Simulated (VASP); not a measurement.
# Pt (Fm-3m) in VASP: a series of runs

Pt is run at these levels: r2SCAN; tasks: single point.

All numbers are computed with VASP 6.6.1; they aren't measurements. Logs are shortened: lines on timing, memory, paths and dates and some standing lists are left out, and cuts for length are marked.

**1. The cell of the first run**

It takes space group Fm-3m (No. 225, cubic). Conventional cell: a = 3.984 Å, b = 3.984 Å, c = 3.984 Å, α = 90.00°, β = 90.00°, γ = 90.00°. Pt (site symmetry m-3m) has 12 Pt at 2.82 Å within 3.7 Å.

**2. Single point, r2SCAN**

POSCAR reads:

```
Pt
1.0
    0.0000000000      1.9921419911      1.9921419911
    1.9921419911      0.0000000000      1.9921419911
    1.9921419911      1.9921419911      0.0000000000
Pt
1
Direct
    0.0000000000      0.0000000000      0.0000000000
```

INCAR.step1 reads:

```
SYSTEM = Pt
ALGO = Normal
EDIFF = 1E-4
ENCUT = 520
GGA = PE
ISMEAR = -1
LASPH = .TRUE.
LCHARG = .FALSE.
LREAL = .FALSE.
LWAVE = .TRUE.
NBANDS = 11
NELM = 80
PREC = Accurate
SIGMA = 0.1
```

INCAR.step2 reads:

```
SYSTEM = Pt
ALGO = Normal
EDIFF = 1E-6
ENCUT = 520
ISIF = 2
ISMEAR = -1
ISTART = 1
LASPH = .TRUE.
LCHARG = .FALSE.
LMIXTAU = .TRUE.
LREAL = .FALSE.
LWAVE = .FALSE.
METAGGA = R2SCAN
NBANDS = 11
NELM = 80
PREC = Accurate
SIGMA = 0.1
```

KPOINTS reads:

```
k-points
0
G
  15 15 15
  0 0 0
```

Potentials or basis: VASP PAW PBE potentials, release 64 (Pt).

The run is started by

```
$ cat potpaw_PBE.64/Pt/POTCAR > POTCAR
$ cp INCAR.step1 INCAR
$ mpirun -np 1 vasp_std > vasp.out
$ cp INCAR.step2 INCAR
$ mpirun -np 1 vasp_std > vasp.out
```

OUTCAR:

```text
SYSTEM = Pt
   EDIFF = 1E-6
   ENCUT = 520
   ISIF = 2
   ISMEAR = -1
   ISTART = 1
   LASPH = .TRUE.
   LREAL = .FALSE.
   METAGGA = R2SCAN
   NELM = 80
   PREC = Accurate

 ion  position               nearest neighbor table
   1  0.000  0.000  0.000-

  LATTYP: Found a face centered cubic cell.
 ALAT       =     3.9842839822

  Lattice vectors:

 A1 = (   0.0000000000,   1.9921419911,   1.9921419911)
 A2 = (   1.9921419911,   0.0000000000,   1.9921419911)
 A3 = (   1.9921419911,   1.9921419911,   0.0000000000)

Analysis of symmetry for initial positions (statically):
=====================================================================
 Subroutine PRICEL returns:
 Original cell was already a primitive cell.

 Routine SETGRP: Setting up the symmetry group for a
 face centered cubic supercell.

 Subroutine GETGRP returns: Found 48 space group operations
 (whereof 48 operations were pure point group operations)
 out of a pool of 48 trial point group operations.

The static configuration has the point symmetry O_h .

Analysis of symmetry for dynamics (positions and initial velocities):
=====================================================================
 Subroutine PRICEL returns:
 Original cell was already a primitive cell.

 Routine SETGRP: Setting up the symmetry group for a
 face centered cubic supercell.

 Subroutine GETGRP returns: Found 48 space group operations
 (whereof 48 operations were pure point group operations)
 out of a pool of 48 trial point group operations.

The dynamic configuration has the point symmetry O_h .

 Subroutine INISYM returns: Found 48 space group operations
 (whereof 48 operations are pure point group operations),
 and found     1 'primitive' translations

----------------------------------------------------------------------------------------

                                     Primitive cell

  volume of cell :      15.8121

  direct lattice vectors                    reciprocal lattice vectors
     0.000000000  1.992141991  1.992141991    -0.250986126  0.250986126  0.250986126
     1.992141991  0.000000000  1.992141991     0.250986126 -0.250986126  0.250986126
     1.992141991  1.992141991  0.000000000     0.250986126  0.250986126 -0.250986126

  length of vectors
     2.817314222  2.817314222  2.817314222     0.434720722  0.434720722  0.434720722

  position of ions in fractional coordinates (direct lattice)
     0.000000000  0.000000000  0.000000000

  ion indices of the primitive-cell ions
   primitive index   ion index
                 1           1

----------------------------------------------------------------------------------------

 KPOINTS: k-points

Automatic generation of k-mesh.
 Grid dimensions read from file:
 generate k-points for:   15   15   15

 Generating k-lattice:

  Cartesian coordinates                     Fractional coordinates (reciprocal lattice)
    -0.016732408  0.016732408  0.016732408     0.066666667  0.000000000  0.000000000
     0.016732408 -0.016732408  0.016732408     0.000000000  0.066666667  0.000000000
     0.016732408  0.016732408 -0.016732408     0.000000000  0.000000000  0.066666667

  Length of vectors
     0.028981381  0.028981381  0.028981381

  Shift w.r.t. Gamma in fractional coordinates (k-lattice)
     0.000000000  0.000000000  0.000000000

 Subroutine IBZKPT returns following result:
 ===========================================

 Found    120 irreducible k-points:

 Following reciprocal coordinates:
            Coordinates               Weight
  0.000000  0.000000  0.000000      1.000000
  0.066667  0.000000  0.000000      8.000000
  0.133333  0.000000  0.000000      8.000000
  0.200000  0.000000  0.000000      8.000000
  0.266667  0.000000  0.000000      8.000000
  0.333333  0.000000  0.000000      8.000000
[... 16 lines left out ...]
  0.133333  0.133333  0.000000      6.000000
  0.200000  0.133333  0.000000     24.000000
 [... further k-points ...]
   k-points           NKPTS =    120   k-points in BZ     NKDIM =    120   number of bands    NBANDS=     11
   number of dos      NEDOS =    301   number of ions     NIONS =      1
   total plane-waves  NPLWV =  13824
   dimension x,y,z NGX =    24 NGY =   24 NGZ =   24
   dimension x,y,z NGXF=    48 NGYF=   48 NGZF=   48
   ions per type =               1
   NGX,Y,Z   is equivalent  to a cutoff of  14.16, 14.16, 14.16 a.u.
   NGXF,Y,Z  is equivalent  to a cutoff of  28.32, 28.32, 28.32 a.u.
 SYSTEM =  Pt
   PREC   = accura    normal or accurate (medium, high low for compatibility)
   ISTART =      1    job   : 0-new  1-cont  2-samecut
   ICHARG =      0    charge: 1-file 2-atom 10-const
   ISPIN  =      1    spin polarized calculation?
   LNONCOLLINEAR =      F non collinear calculations
   LSORBIT =      F    spin-orbit coupling
   LASPH  =      T    aspherical Exc in radial PAW
   ENCUT  =  520.0 eV  38.22 Ry    6.18 a.u.   5.24  5.24  5.24*2*pi/ulx,y,z
   NELM   =     80;   NELMIN=  2; NELMDL=  0     # of ELM steps
   EDIFF  = 0.1E-05   stopping-criterion for ELM
   LREAL  =      F    real-space projection
   EDIFFG = 0.1E-04   stopping-criterion for IOM
   NSW    =      0    number of steps for IOM
   IBRION =     -1    ionic relax: 0-MD 1-quasi-New 2-CG
   NFREE  =      0    steps in history (QN), initial steepest desc. (CG)
   ISIF   =      2    stress and relaxation
   ISYM   =      2    0-nonsym 1-usesym 2-fastsym
   POTIM  = 0.5000    time-step for ionic-motion
   TEBEG  =    0.0;   TEEND  =   0.0 temperature during run
   PSTRESS=    0.0 pullay stress
   NELECT =      10.0000    total number of electrons
   NUPDOWN=      -1.0000    fix difference up-down
   EMIN   =  10.00;   EMAX   =-10.00  energy-range for DOS
   EFERMI =   0.00;   METHOD = LEGACY
   ISMEAR =    -1;   SIGMA  =   0.10  broadening in eV -4-tet -1-fermi 0-gaus
   EFERMI_NEDOS =   21; number of points for ismear=-14 and -15
   IALGO  =     38    algorithm
   IMIX   =      4    mixing-type and parameters
     AMIX     =   0.40;   BMIX     =  1.00
     AMIX_MAG =   1.60;   BMIX_MAG =  1.00
  volume/ion in A,a.u.               =      15.81       106.71
  Fermi-wavevector in a.u.,A,eV,Ry     =   1.405221  2.655482 26.866680  1.974645
  Thomas-Fermi vector in A             =   2.527704
   LORBIT       =      0    0 simple, 1 ext, 2 COOP (PROOUT), +10 PAW based schemes
   METAGGA = R2SCAN    functional components
   LHFCALC =     F    Hartree Fock is set to
   AEXX    =    0.0000 exact exchange contribution
   IVDW    =     0    specifies the selected vdW correction
   LEPSILON=     F    determine dielectric tensor
   LRPA    =     F    only Hartree local field effects (RPA)
 non-spin polarized calculation
  energy-cutoff  :      520.00
  volume of cell :       15.81
 maximum number of plane-waves:       444
 NGX is ok and might be reduce to    24
   NGX = 11   NGY = 11   NGZ = 11

 number of electron      10.0000001 magnetization

 Free energy of the ion-electron system (eV)
  ---------------------------------------------------
  ext. energy  EPLUGINS =         0.00000000
  ---------------------------------------------------
  free energy    TOTEN  =       -51.51631311 eV

  energy without entropy =      -51.46160284  energy(sigma->0) =      -51.48895798

 E-fermi :  10.1450     XC(G=0): -14.3006

 val. band max:       10.1400096739   @ k =   0.4667   0.0667   0.0000
 cond. band min:      10.1867278338   @ k =   0.4667   0.1333   0.0000
 fundamental gap:      0.0467181599
 Fermi energy:        10.1449727508

 k-point     1 :       0.0000    0.0000    0.0000
  band No.  band energies     occupation
      1       0.1752      2.00000
      2       6.5051      2.00000
      3       6.5051      2.00000
      4       6.5051      2.00000
      5       8.5032      2.00000
      6       8.5032      2.00000
      7      25.7313      0.00000
      8      30.6215      0.00000
      9      30.6215      0.00000
     10      30.6215      0.00000
     11      36.3130      0.00000

 k-point     2 :       0.0667    0.0000    0.0000
  band No.  band energies     occupation
      1       0.3530      2.00000
      2       6.4302      2.00000
      3       6.5738      2.00000
      4       6.5738      2.00000
      5       8.4674      2.00000
      6       8.4674      2.00000
      7      25.9925      0.00000
      8      29.7023      0.00000
      9      30.8803      0.00000
     10      30.8803      0.00000
     11      37.2385      0.00000

 k-point     3 :       0.1333    0.0000    0.0000
  band No.  band energies     occupation
      1       0.8630      2.00000
      2       6.2532      2.00000
      3       6.7391      2.00000
      4       6.7391      2.00000
      5       8.4096      2.00000
      6       8.4096      2.00000
      7      26.6430      0.00000
      8      27.8709      0.00000
      9      31.6163      0.00000
     10      31.6163      0.00000
     11      36.7494      0.00000

 k-point     4 :       0.2000    0.0000    0.0000
  band No.  band energies     occupation
      1       1.6155      2.00000
      2       6.1182      2.00000
      3       6.8665      2.00000
      4       6.8665      2.00000
      5       8.4804      2.00000
      6       8.4804      2.00000
      7      25.6655      0.00000
      8      27.3421      0.00000
      9      32.6724      0.00000
     10      32.6724      0.00000
     11      34.8535      0.00000
[... 239 lines left out ...]
 k-point    22 :      -0.0667    0.0667    0.0000
  band No.  band energies     occupation
      1       0.6430      2.00000
      2       6.2916      2.00000
      3       6.6703      2.00000
      4       6.7149      2.00000
      5       8.3020      2.00000
      6       8.5399      2.00000
      7      26.3961      0.00000
      8      28.8495      0.00000
      9      30.6082      0.00000
     10      31.6198      0.00000
     11      37.4784      0.00000

 k-point    23 :       0.1333    0.1333    0.0000
  band No.  band energies     occupation
      1       1.0991      2.00000
      2       5.9528      2.00000
      3       6.9799      2.00000
      4       6.9799      2.00000
      5       7.9119      2.00000
      6       8.7382      2.00000
      7      27.0794      0.00000
      8      29.1074      0.00000
      9      30.3517      0.00000
     10      30.3517      0.00000
     11      38.2802      0.00000

 k-point    24 :       0.2000    0.1333    0.0000
  band No.  band energies     occupation
      1       1.6789      2.00000
      2       5.7095      2.00000
      3       7.1338      2.00000
      4       7.2101      2.00000
      5       7.8056      2.00000
      6       8.8717      1.99999
      7      27.5242      0.00000
      8      27.9235      0.00000
      9      30.0987      0.00000
     10      30.8654      0.00000
     11      35.7374      0.00000

 [... further k-points ...]

------------------------ aborting loop because EDIFF is reached ----------------------------------------

  FORCE on cell =-STRESS in cart. coord.  units (eV):
  Direction    XX          YY          ZZ          XY          YZ          ZX
  --------------------------------------------------------------------------------------
  -------------------------------------------------------------------------------------
  Total       -0.7277907     -0.7277907     -0.7277907     -0.0000000      0.0000000     -0.0000000
  in kB      -73.7439223    -73.7439223    -73.7439223     -0.0000000      0.0000000     -0.0000000
  external PRESSURE =     -73.7439223 kB  Pullay stress =       0.0000000 kB

 VOLUME and BASIS-vectors are now :
 -----------------------------------------------------------------------------
  energy-cutoff  :      520.00
  volume of cell :       15.81
      direct lattice vectors                 reciprocal lattice vectors
     0.000000000  1.992141991  1.992141991    -0.250986126  0.250986126  0.250986126
     1.992141991  0.000000000  1.992141991     0.250986126 -0.250986126  0.250986126
     1.992141991  1.992141991  0.000000000     0.250986126  0.250986126 -0.250986126

 POSITION                                       TOTAL-FORCE (eV/Angst)
 -----------------------------------------------------------------------------------
      0.00000      0.00000      0.00000        -0.000000      0.000000     -0.000000
 -----------------------------------------------------------------------------------
    total drift:                               -0.000000      0.000000     -0.000000

  FREE ENERGIE OF THE ION-ELECTRON SYSTEM (eV)
  ---------------------------------------------------
  free  energy   TOTEN  =       -51.5163131110 eV

  energy  without entropy=      -51.4616028436  energy(sigma->0) =      -51.48895798
```

Run time: 77 s. Hardware: 1 thread of Intel Xeon 8259CL, shared host; peak memory 0.16 GiB.

What came out:

| Quantity | Value |
| --- | --- |
| Free energy | -51.5163 eV |
| Pressure | -7.4 GPa |
| Band gap on the k mesh | zero (bands 5 and 6 overlap by 2.15 eV) |

Levels at points of the mesh, in eV from the Fermi level:
```tsv
k point	band 2	band 3	band 4	band 5	band 6	band 7	band 8	band 9
(0.00, 0.00, 0.00)	-3.64	-3.64	-3.64	-1.64	-1.64	15.59	20.48	20.48
```

Caveat: the cell stands under tension; the PAW data sets were made with another functional, which shifts forces and pressure a little; spin-orbit coupling is left out, which moves the levels of the heavy elements.

**3. Single point, r2SCAN**

This run uses another cell than the first one, of 16.28 Å³/atom.

POSCAR reads:

```
Pt
1.0
    0.0000000000      2.0116740404      2.0116740404
    2.0116740404      0.0000000000      2.0116740404
    2.0116740404      2.0116740404      0.0000000000
Pt
1
Direct
    0.0000000000      0.0000000000      0.0000000000
```

INCAR.step1 reads:

```
SYSTEM = Pt
  PREC = Accurate
  ENCUT = 520
  ISMEAR = -1
  SIGMA = 0.1
  LREAL = .False.
  LASPH = .True.
  NELM = 80
  NBANDS = 11
  GGA = PE
  ALGO = Normal
  EDIFF = 1E-4
  LWAVE = .True.
  LCHARG = .False.
```

INCAR.step2 reads:

```
SYSTEM = Pt
  PREC = Accurate
  ENCUT = 520
  EDIFF = 1E-6
  ISMEAR = -1
  SIGMA = 0.1
  LREAL = .False.
  LASPH = .True.
  NELM = 80
  ALGO = Normal
  ISIF = 2
  LWAVE = .False.
  LCHARG = .False.
  METAGGA = R2SCAN
  LMIXTAU = .True.
  NBANDS = 11
  ISTART = 1
```

KPOINTS reads:

```
regular mesh
0
Gamma
  15 15 15
  0 0 0
```

Potentials or basis: VASP PAW PBE potentials, release 64 (Pt).

The run is started by

```
$ cat potpaw_PBE.64/Pt/POTCAR > POTCAR
$ cp INCAR.step1 INCAR
$ mpirun -np 1 vasp_std > vasp.out
$ cp INCAR.step2 INCAR
$ mpirun -np 1 vasp_std > vasp.out
```

It took 88 s on 1 thread of Intel Xeon 8259CL, shared host; peak memory 0.16 GiB.

The run converged. Its results:

```yaml
Free_energy: -51.4855 eV
Pressure: -13.5 GPa
Band_gap_on_the_k_mesh: zero (bands 5 and 6 overlap by 2.04 eV)
```

Levels at points of the mesh, in eV from the Fermi level:
| k point | band 2 | band 3 | band 4 | band 5 | band 6 | band 7 | band 8 | band 9 |
| --- | --- | --- | --- | --- | --- | --- | --- | --- |
| (0.00, 0.00, 0.00) | -3.47 | -3.47 | -3.47 | -1.57 | -1.57 | 15.65 | 20.37 | 20.37 |

Caveat: the cell stands under tension; the PAW data sets were made with another functional, which shifts forces and pressure a little; spin-orbit coupling is left out, which moves the levels of the heavy elements.
